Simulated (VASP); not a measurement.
# CsDyPt (P-6m2) in VASP: relaxation of cell and atoms with PBE

Aim: the relaxation of cell and atoms of CsDyPt with PBE.

Everything below comes from runs of VASP 6.6.1. Logs are shortened: lines on timing, memory, paths and dates and some standing lists are left out, and cuts for length are marked.

### 1 The cell of the first run

Symmetry: P-6m2, No. 187, hexagonal system. Conventional cell: a = 6.915 Å, b = 6.915 Å, c = 5.128 Å, α = 90.00°, β = 90.00°, γ = 120.00°. Within 5.2 Å of Cs (site symmetry -6m2) lie 3 Dy at 3.99 Å and 6 Pt at 4.74 Å and 2 Cs at 5.13 Å. Within 3.4 Å of Dy (site symmetry -6m2) lie 2 Pt at 2.56 Å. Pt (site symmetry -6m2) has 2 Dy at 2.56 Å within 3.4 Å.

The cell was generated, and may not be a known phase.

### 2 Relaxation of cell and atoms, PBE

Input file INCAR:

```
ALGO = Normal
EDIFF = 1E-7
EDIFFG = -0.01
ENCUT = 500
GGA = PE
GGA_COMPAT = F
IBRION = 2
ISIF = 3
ISMEAR = 0
LASPH = T
LCHARG = F
LMAXMIX = 6
LREAL = F
LWAVE = F
NELM = 200
NELMIN = 4
NSW = 100
PREC = Accurate
SIGMA = 0.1
```

Input file KPOINTS:

```
k-points
0
Gamma
  12 12 10
```

Input file POSCAR:

```
CsDyPt
1.0
    6.9145676123      0.0000000000      0.0000000000
   -3.4572838061      5.9881912084      0.0000000000
    0.0000000000      0.0000000000      5.1275637723
Cs Dy Pt
1 1 1
Direct
    0.6666666667      0.3333333333      0.5000000000
    0.0000000000      0.0000000000      0.5000000000
    0.0000000000      0.0000000000      0.0000000000
```

Potentials or basis: VASP PAW PBE potentials, release 64 (Cs_sv, Dy_3, Pt), 4f in core.

Run with:

```bash
cat potpaw_PBE.64/Cs_sv/POTCAR potpaw_PBE.64/Dy_3/POTCAR potpaw_PBE.64/Pt/POTCAR > POTCAR
mpirun -np 1 vasp_std > vasp.out
```

OUTCAR:

```text
EDIFF = 1E-7
   EDIFFG = -0.01
   ENCUT = 500
   GGA = PE
   IBRION = 2
   ISIF = 3
   ISMEAR = 0
   LASPH = T
   LREAL = F
   NELM = 200
   NELMIN = 4
   NSW = 100
   PREC = Accurate

 ion  position               nearest neighbor table
   1  0.667  0.333  0.500-
   2  0.000  0.000  0.500-   3 2.56   3 2.56
   3  0.000  0.000  0.000-   2 2.56   2 2.56

  LATTYP: Found a hexagonal cell.
 ALAT       =     6.9145676123
 C/A-ratio  =     0.7415595681

  Lattice vectors:

 A1 = (   6.9145676123,   0.0000000000,   0.0000000000)
 A2 = (  -3.4572838061,   5.9881912084,   0.0000000000)
 A3 = (   0.0000000000,   0.0000000000,   5.1275637723)

Analysis of symmetry for initial positions (statically):
=====================================================================
 Subroutine PRICEL returns:
 Original cell was already a primitive cell.

 Routine SETGRP: Setting up the symmetry group for a
 hexagonal supercell.

 Subroutine GETGRP returns: Found 12 space group operations
 (whereof 12 operations were pure point group operations)
 out of a pool of 24 trial point group operations.

The static configuration has the point symmetry D_3h.

Analysis of symmetry for dynamics (positions and initial velocities):
=====================================================================
 Subroutine PRICEL returns:
 Original cell was already a primitive cell.

 Routine SETGRP: Setting up the symmetry group for a
 hexagonal supercell.

 Subroutine GETGRP returns: Found 12 space group operations
 (whereof 12 operations were pure point group operations)
 out of a pool of 24 trial point group operations.

The dynamic configuration has the point symmetry D_3h.

 Subroutine INISYM returns: Found 12 space group operations
 (whereof 12 operations are pure point group operations),
 and found     1 'primitive' translations

----------------------------------------------------------------------------------------

                                     Primitive cell

  volume of cell :     212.3106

  direct lattice vectors                    reciprocal lattice vectors
     6.914567612  0.000000000  0.000000000     0.144622203  0.083497668  0.000000000
    -3.457283806  5.988191208  0.000000000     0.000000000  0.166995336  0.000000000
     0.000000000  0.000000000  5.127563772     0.000000000  0.000000000  0.195024391

[... 87 lines left out ...]
   EDIFFG = -.1E-01   stopping-criterion for IOM
   NSW    =    100    number of steps for IOM
   IBRION =      2    ionic relax: 0-MD 1-quasi-New 2-CG
   NFREE  =      1    steps in history (QN), initial steepest desc. (CG)
   ISIF   =      3    stress and relaxation
   ISYM   =      2    0-nonsym 1-usesym 2-fastsym
   POTIM  = 0.5000    time-step for ionic-motion
   TEBEG  =    0.0;   TEEND  =   0.0 temperature during run
   PSTRESS=    0.0 pullay stress
   NELECT =      28.0000    total number of electrons
   NUPDOWN=      -1.0000    fix difference up-down
   EMIN   =  10.00;   EMAX   =-10.00  energy-range for DOS
   EFERMI =   0.00;   METHOD = LEGACY
   ISMEAR =     0;   SIGMA  =   0.10  broadening in eV -4-tet -1-fermi 0-gaus
   EFERMI_NEDOS =   21; number of points for ismear=-14 and -15
   IALGO  =     38    algorithm
   IMIX   =      4    mixing-type and parameters
     AMIX     =   0.40;   BMIX     =  1.00
     AMIX_MAG =   1.60;   BMIX_MAG =  1.00
  volume/ion in A,a.u.               =      70.77       477.58
  Fermi-wavevector in a.u.,A,eV,Ry     =   0.833304  1.574717  9.447830  0.694396
  Thomas-Fermi vector in A             =   1.946506
   LORBIT       =      0    0 simple, 1 ext, 2 COOP (PROOUT), +10 PAW based schemes
   GGA     = PE    functional components
   LHFCALC =     F    Hartree Fock is set to
   AEXX    =    0.0000 exact exchange contribution
   IVDW    =     0    specifies the selected vdW correction
   LEPSILON=     F    determine dielectric tensor
   LRPA    =     F    only Hartree local field effects (RPA)
 conjugate gradient relaxation of ions
 non-spin polarized calculation
 Gauss-broadening in eV      SIGMA  =   0.10
  energy-cutoff  :      500.00
  volume of cell :      212.31
 maximum number of plane-waves:      5455
   NGX = 25   NGY = 25   NGZ = 19

--------------------------------------- Ionic step        1  -------------------------------------------

 number of electron      28.0000001 magnetization

 Free energy of the ion-electron system (eV)
  ---------------------------------------------------
  ext. energy  EPLUGINS =         0.00000000
  ---------------------------------------------------
  free energy    TOTEN  =        -9.43645950 eV

  energy without entropy =       -9.39828024  energy(sigma->0) =       -9.41736987

------------------------ aborting loop because EDIFF is reached ----------------------------------------

  FORCE on cell =-STRESS in cart. coord.  units (eV):
  Direction    XX          YY          ZZ          XY          YZ          ZX
  --------------------------------------------------------------------------------------
  -------------------------------------------------------------------------------------
  Total        0.3094593      0.3094593      0.5018732      0.0000000      0.0000000     -0.0000000
  in kB        2.3352981      2.3352981      3.7873269      0.0000000      0.0000000     -0.0000000
  external PRESSURE =       2.8193077 kB  Pullay stress =       0.0000000 kB
[... 172 lines left out ...]
--------------------------------------- Ionic step        6  -------------------------------------------

 number of electron      28.0000002 magnetization

 Free energy of the ion-electron system (eV)
  ---------------------------------------------------
  ext. energy  EPLUGINS =         0.00000000
  ---------------------------------------------------
  free energy    TOTEN  =        -9.44720738 eV

  energy without entropy =       -9.40794329  energy(sigma->0) =       -9.42757534

 E-fermi :   0.3135     XC(G=0):  -5.8255

 val. band max:        0.3114648103   @ k =   0.2500   0.1667   0.1000
 cond. band min:       0.3150276092   @ k =   0.3333   0.0833   0.5000
 fundamental gap:      0.0035627990
 Fermi energy:         0.3134838373

 k-point     1 :       0.0000    0.0000    0.0000
  band No.  band energies     occupation
      1     -24.4300      2.00000
      2     -24.4300      2.00000
      3     -24.1263      2.00000
      4     -23.2404      2.00000
      5     -10.0720      2.00000
      6     -10.0720      2.00000
[... 481 lines left out ...]
      5     -10.0786      2.00000
      6     -10.0704      2.00000
[... 10 lines left out ...]
     17       1.3016      0.00000
     18       1.4961      0.00000

 [... further k-points ...]
[... 5 lines left out ...]
  --------------------------------------------------------------------------------------
  -------------------------------------------------------------------------------------
  Total       -0.0015878     -0.0015878      0.0121070     -0.0000000      0.0000000     -0.0000000
  in kB       -0.0112065     -0.0112065      0.0854508     -0.0000000      0.0000000     -0.0000000
  external PRESSURE =       0.0210126 kB  Pullay stress =       0.0000000 kB
[... 18 lines left out ...]
  FREE ENERGIE OF THE ION-ELECTRON SYSTEM (eV)
  ---------------------------------------------------
  free  energy   TOTEN  =        -9.4472073803 eV

  energy  without entropy=       -9.4079432900  energy(sigma->0) =       -9.42757534

 reached required accuracy - stopping structural energy minimisation
```

OSZICAR:

```text
N       E                     dE             d eps       ncg     rms          rms(c)
DAV:   1     0.168045236068E+03    0.16805E+03   -0.11029E+04  4232   0.118E+03
DAV:   2     0.107921474955E+02   -0.15725E+03   -0.15282E+03  5716   0.276E+02
DAV:   3    -0.958404081843E+01   -0.20376E+02   -0.19918E+02  5350   0.769E+01
[... 76 lines left out ...]
DAV:   8    -0.944720557846E+01   -0.28455E-05   -0.33594E-06  4740   0.969E-03    0.218E-03
DAV:   9    -0.944720684137E+01   -0.12629E-05   -0.29560E-06  4326   0.567E-03    0.104E-03
DAV:  10    -0.944720706485E+01   -0.22348E-06   -0.22559E-07  4286   0.191E-03    0.860E-04
DAV:  11    -0.944720734733E+01   -0.28248E-06   -0.40896E-07  3320   0.185E-03    0.237E-04
DAV:  12    -0.944720738028E+01   -0.32952E-07   -0.24900E-08  2400   0.894E-04
   6 F= -.94472074E+01 E0= -.94275753E+01  d E =-.711145E-02
```

It took 23 min on 1 thread of Intel Xeon Platinum 8488C (Sapphire Rapids), shared host; peak memory 0.73 GiB.

What came out:

```yaml
Free_energy: -9.4472 eV
Relaxed_volume: 75.67 Å³/atom
Relaxed_cell: a = 7.127 Å, b = 7.127 Å, c = 5.161 Å, α = 90.00°, β = 90.00°, γ = 120.00°
Space_group_after_relaxing_to_0.1_Å: P-6m2 (No. 187)
Energy_gained_by_relaxing: 3.6 meV/atom
Ionic_steps: 6
Pressure_after_relaxing: 0.0 GPa
Band_gap_on_the_k_mesh: zero (bands 14 and 15 overlap by 0.36 eV)
```

The path:
```tsv
step	energy change (eV)	largest force (eV/Å)	pressure (GPa)	volume (Å³)
1	0.0000	0.0000	0.28	212.31
2	-0.0036	0.0000	0.06	216.16
3	-0.0036	0.0000	0.05	216.32
4	-0.0073	0.0000	0.04	219.49
5	-0.0105	0.0000	-0.01	229.12
6	-0.0107	0.0000	0.00	227.00
```

Final structure:
```cif
data_structure
_symmetry_space_group_name_H-M 'P 1'
_symmetry_Int_Tables_number 1
_cell_length_a 7.1267
_cell_length_b 7.1267
_cell_length_c 5.1609
_cell_angle_alpha 90.000
_cell_angle_beta 90.000
_cell_angle_gamma 120.000
_cell_volume 227.00
loop_
_atom_site_label
_atom_site_type_symbol
_atom_site_fract_x
_atom_site_fract_y
_atom_site_fract_z
_atom_site_occupancy
Cs1 Cs 0.66667 0.33333 0.50000 1
Dy1 Dy 0.00000 0.00000 0.50000 1
Pt1 Pt 0.00000 0.00000 0.00000 1
```

Caveat: spin-orbit coupling is left out, which moves the levels of the heavy elements; the 4f electrons are frozen in the core, so they carry no moment and show no levels. Spin polarisation is off, so any magnetic state and its effect on volume and gap are missing.
